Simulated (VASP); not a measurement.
# TePb (P4mm) in VASP: single point with PBEsol

Aim: the single point of TePb with PBEsol.

Program: VASP 6.6.1. These are calculated values, not measurements. Logs are shortened: lines on timing, memory, paths and dates and some standing lists are left out, and cuts for length are marked.

### Step 1. The cell of the first run

The structure is tetragonal, space group P4mm (No. 99). The conventional cell has a = 4.002 Å, b = 4.002 Å, c = 4.002 Å, α = 90.00°, β = 90.00°, γ = 90.00°. Te (site symmetry 4mm) has 8 Pb at 3.26 to 3.70 Å and 6 Te at 4.00 Å within 4.3 Å. Pb (site symmetry 4mm) has 8 Te at 3.26 to 3.70 Å and 6 Pb at 4.00 Å within 4.3 Å.

### Step 2. Single point, PBEsol (one atom moved)

Contents of INCAR:

```
  ALGO = Normal
  EDIFF = 1E-6
  ENCUT = 520
  GGA = PS
  ISIF = 2
  ISMEAR = 0
  LASPH = T
  LCHARG = F
  LREAL = F
  LWAVE = F
  NBANDS = 17
  NELM = 60
  PREC = Accurate
  SIGMA = 0.1
```

Contents of KPOINTS:

```
k-points
0
Gamma
  10 10 10
```

Contents of POSCAR:

```
TePb
1.0
    4.0022870000      0.0000000000      0.0000000000
    0.0000000000      4.0022870000      0.0000000000
    0.0000000000      0.0000000000      4.0022870000
Te Pb
1 1
Direct
    0.5936964291      0.5000000000      0.5000000000
    0.0000000000      0.0000000000      0.0000000000
```

Potentials or basis: VASP PAW PBE potentials, release 64 (Te, Pb_d).

Run with:

```bash
cat potpaw_PBE.64/Te/POTCAR potpaw_PBE.64/Pb_d/POTCAR > POTCAR
mpirun -np 1 vasp_std > vasp.out
```

OUTCAR:

```text
EDIFF = 1E-6
   ENCUT = 520
   GGA = PS
   ISIF = 2
   ISMEAR = 0
   LASPH = T
   LREAL = F
   NELM = 60
   PREC = Accurate

 ion  position               nearest neighbor table
   1  0.594  0.500  0.500-   2 3.26   2 3.26   2 3.26   2 3.26   2 3.70   2 3.70   2 3.70   2 3.70

   2  0.000  0.000  0.000-   1 3.26   1 3.26   1 3.26   1 3.26   1 3.70   1 3.70   1 3.70   1 3.70

  LATTYP: Found a simple cubic cell.
 ALAT       =     4.0022870000

  Lattice vectors:

 A1 = (   4.0022870000,   0.0000000000,   0.0000000000)
 A2 = (   0.0000000000,   4.0022870000,   0.0000000000)
 A3 = (   0.0000000000,   0.0000000000,   4.0022870000)

Analysis of symmetry for initial positions (statically):
=====================================================================
 Subroutine PRICEL returns:
 Original cell was already a primitive cell.

 Routine SETGRP: Setting up the symmetry group for a
 simple cubic supercell.

 Subroutine GETGRP returns: Found  8 space group operations
 (whereof  8 operations were pure point group operations)
 out of a pool of 48 trial point group operations.

The static configuration has the point symmetry C_4v.

Analysis of symmetry for dynamics (positions and initial velocities):
=====================================================================
 Subroutine PRICEL returns:
 Original cell was already a primitive cell.

 Routine SETGRP: Setting up the symmetry group for a
 simple cubic supercell.

 Subroutine GETGRP returns: Found  8 space group operations
 (whereof  8 operations were pure point group operations)
 out of a pool of 48 trial point group operations.

The dynamic configuration has the point symmetry C_4v.

 Subroutine INISYM returns: Found  8 space group operations
 (whereof  8 operations are pure point group operations),
 and found     1 'primitive' translations

----------------------------------------------------------------------------------------

                                     Primitive cell

  volume of cell :      64.1098

  direct lattice vectors                    reciprocal lattice vectors
     4.002287000  0.000000000  0.000000000     0.249857144  0.000000000  0.000000000
     0.000000000  4.002287000  0.000000000     0.000000000  0.249857144  0.000000000
     0.000000000  0.000000000  4.002287000     0.000000000  0.000000000  0.249857144

  length of vectors
     4.002287000  4.002287000  4.002287000     0.249857144  0.249857144  0.249857144

[... 74 lines left out ...]
   ISPIN  =      1    spin polarized calculation?
   LNONCOLLINEAR =      F non collinear calculations
   LSORBIT =      F    spin-orbit coupling
   LASPH  =      T    aspherical Exc in radial PAW
   ENCUT  =  520.0 eV  38.22 Ry    6.18 a.u.   7.44  7.44  7.44*2*pi/ulx,y,z
   NELM   =     60;   NELMIN=  2; NELMDL= -5     # of ELM steps
   EDIFF  = 0.1E-05   stopping-criterion for ELM
   LREAL  =      F    real-space projection
   EDIFFG = 0.1E-04   stopping-criterion for IOM
   NSW    =      0    number of steps for IOM
   IBRION =     -1    ionic relax: 0-MD 1-quasi-New 2-CG
   NFREE  =      0    steps in history (QN), initial steepest desc. (CG)
   ISIF   =      2    stress and relaxation
   ISYM   =      2    0-nonsym 1-usesym 2-fastsym
   POTIM  = 0.5000    time-step for ionic-motion
   TEBEG  =    0.0;   TEEND  =   0.0 temperature during run
   PSTRESS=    0.0 pullay stress
   NELECT =      20.0000    total number of electrons
   NUPDOWN=      -1.0000    fix difference up-down
   EMIN   =  10.00;   EMAX   =-10.00  energy-range for DOS
   EFERMI =   0.00;   METHOD = LEGACY
   ISMEAR =     0;   SIGMA  =   0.10  broadening in eV -4-tet -1-fermi 0-gaus
   EFERMI_NEDOS =   21; number of points for ismear=-14 and -15
   IALGO  =     38    algorithm
   IMIX   =      4    mixing-type and parameters
     AMIX     =   0.40;   BMIX     =  1.00
     AMIX_MAG =   1.60;   BMIX_MAG =  1.00
  volume/ion in A,a.u.               =      32.05       216.32
  Fermi-wavevector in a.u.,A,eV,Ry     =   1.110307  2.098177 16.773027  1.232783
  Thomas-Fermi vector in A             =   2.246857
   LORBIT       =      0    0 simple, 1 ext, 2 COOP (PROOUT), +10 PAW based schemes
   GGA     = PS    functional components
   LHFCALC =     F    Hartree Fock is set to
   AEXX    =    0.0000 exact exchange contribution
   IVDW    =     0    specifies the selected vdW correction
   LEPSILON=     F    determine dielectric tensor
   LRPA    =     F    only Hartree local field effects (RPA)
 non-spin polarized calculation
 Gauss-broadening in eV      SIGMA  =   0.10
  energy-cutoff  :      520.00
  volume of cell :       64.11
 maximum number of plane-waves:      1751
 NGX is ok and might be reduce to    30
   NGX = 15   NGY = 15   NGZ = 15

 number of electron      20.0000009 magnetization

 Free energy of the ion-electron system (eV)
  ---------------------------------------------------
  ext. energy  EPLUGINS =         0.00000000
  ---------------------------------------------------
  free energy    TOTEN  =        -7.86325094 eV

  energy without entropy =       -7.85773974  energy(sigma->0) =       -7.86049534

 E-fermi :   6.1316     XC(G=0):  -9.8034

 val. band max:        6.1282836947   @ k =   0.5000   0.3000   0.0000
 cond. band min:       6.1430705172   @ k =   0.1000   0.2000   0.2000
 fundamental gap:      0.0147868225
 Fermi energy:         6.1316250027

 k-point     1 :       0.0000    0.0000    0.0000
  band No.  band energies     occupation
      1     -10.7810      2.00000
      2     -10.7729      2.00000
      3     -10.6978      2.00000
      4     -10.6978      2.00000
      5     -10.6922      2.00000
      6      -6.0639      2.00000
[... 457 lines left out ...]
      4     -10.7000      2.00000
      5     -10.6970      2.00000
      6      -4.6176      2.00000
[... 9 lines left out ...]
     16      16.5275      0.00000
     17      16.8890      0.00000

 [... further k-points ...]
[... 5 lines left out ...]
  --------------------------------------------------------------------------------------
  -------------------------------------------------------------------------------------
  Total       -0.4921972     -0.6391166     -0.6391166      0.0000000      0.0000000     -0.0000000
  in kB      -12.3005653    -15.9722450    -15.9722450      0.0000000      0.0000000     -0.0000000
  external PRESSURE =     -14.7483517 kB  Pullay stress =       0.0000000 kB

 VOLUME and BASIS-vectors are now :
 -----------------------------------------------------------------------------
  energy-cutoff  :      520.00
  volume of cell :       64.11
      direct lattice vectors                 reciprocal lattice vectors
     4.002287000  0.000000000  0.000000000     0.249857144  0.000000000  0.000000000
     0.000000000  4.002287000  0.000000000     0.000000000  0.249857144  0.000000000
     0.000000000  0.000000000  4.002287000     0.000000000  0.000000000  0.249857144

 POSITION                                       TOTAL-FORCE (eV/Angst)
 -----------------------------------------------------------------------------------
      2.37614      2.00114      2.00114         0.057258     -0.000000      0.000000
      0.00000      0.00000      0.00000        -0.057258      0.000000     -0.000000
 -----------------------------------------------------------------------------------
    total drift:                               -0.000199      0.000000      0.000000

  FREE ENERGIE OF THE ION-ELECTRON SYSTEM (eV)
  ---------------------------------------------------
  free  energy   TOTEN  =        -7.8632509383 eV

  energy  without entropy=       -7.8577397357  energy(sigma->0) =       -7.86049534
```

OSZICAR:

```text
N       E                     dE             d eps       ncg     rms          rms(c)
DAV:   1     0.148952768450E+03    0.14895E+03   -0.91722E+03  4308   0.115E+03
DAV:   2     0.210977423048E+01   -0.14684E+03   -0.14244E+03  4499   0.294E+02
DAV:   3    -0.777867262172E+01   -0.98884E+01   -0.97586E+01  5646   0.822E+01
DAV:   4    -0.802610732492E+01   -0.24743E+00   -0.24686E+00  5631   0.142E+01
DAV:   5    -0.803505892805E+01   -0.89516E-02   -0.89511E-02  6054   0.242E+00    0.385E+00
DAV:   6    -0.786765720211E+01    0.16740E+00   -0.40818E-01  6247   0.453E+00    0.249E+00
DAV:   7    -0.786413924199E+01    0.35180E-02   -0.46208E-02  5180   0.106E+00    0.112E+00
DAV:   8    -0.786327955281E+01    0.85969E-03   -0.42326E-03  5151   0.592E-01    0.140E-01
DAV:   9    -0.786324386217E+01    0.35691E-04   -0.54125E-04  6475   0.145E-01    0.460E-02
DAV:  10    -0.786324852436E+01   -0.46622E-05   -0.36942E-05  5166   0.362E-02    0.274E-02
DAV:  11    -0.786325128005E+01   -0.27557E-05   -0.64639E-06  5281   0.195E-02    0.831E-03
DAV:  12    -0.786325093832E+01    0.34173E-06   -0.43657E-07  2684   0.466E-03
   1 F= -.78632509E+01 E0= -.78604953E+01  d E =-.551120E-02
```

Run time: 1.8 min. Hardware: 1 thread of Intel Xeon 6975P-C, shared host; peak memory 0.27 GiB.

Results:

| Quantity | Value |
| --- | --- |
| Free energy | -7.8633 eV |
| Pressure | -1.5 GPa |
| Largest force | 0.057 eV/Å |
| Band gap on the k mesh | zero (band 10 reaches 6.49 eV, above the bottom of band 11 at 5.21 eV) |

Forces on the atoms (eV/Å):
```
Te   0.057  0.000  0.000
Pb  -0.057  0.000  0.000
```

Stress tensor (GPa, compression positive):
```
-1.23  0.00  0.00
 0.00 -1.60  0.00
 0.00  0.00 -1.60
```

Caveat: the cell differs from its parent crystal (one atom moved); the PAW data sets were made with another functional, which shifts forces and pressure a little; spin-orbit coupling is left out, which moves the levels of the heavy elements.
